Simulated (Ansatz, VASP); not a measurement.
## MgS: VASP beside Ansatz

```
Mg S
1.0
     0.00000    2.60165    2.73173
     2.60165    0.00000    2.73173
     2.60165    2.60165    0.00000
Mg S
1 1
Direct
  0.00000 0.00000 0.00000
  0.50000 0.50000 0.50000
```

Change from the starting cell: strain +0.000 along x and y, +0.050 along z, atoms carried along.

Alike in both runs: task single point; functional LDA; k mesh 8 × 8 × 8; occupations gaussian, width 0.05 eV; no spin polarisation.

|  | VASP | Ansatz |
| --- | --- | --- |
| version | VASP 6.6.1 | Ansatz 0.2.0 |
| potentials or method | VASP PAW LDA potentials, release 64 (Mg, S), cutoff 520 eV | scalar-relativistic, plane waves, PAW |
| valence electrons in the cell | 8 | 16 |

```csv
,VASP,Ansatz,Ansatz less VASP
gap on the k mesh at the Fermi level (eV),2.27,2.27,+0.005
least direct gap on the mesh (eV),3.00,2.99,-0.009
pressure (GPa),-6.5,-6.0,+0.53
"traceless stress, the component that is largest in VASP (GPa)",-2.08,-2.10,-0.011
```

LDA's correlation is that of Perdew and Zunger in VASP and of Perdew and Wang (1992) in Ansatz. VASP's potentials hold 8 valence electrons a cell and Ansatz's 16, so a difference there can come from the potentials and not from the codes.
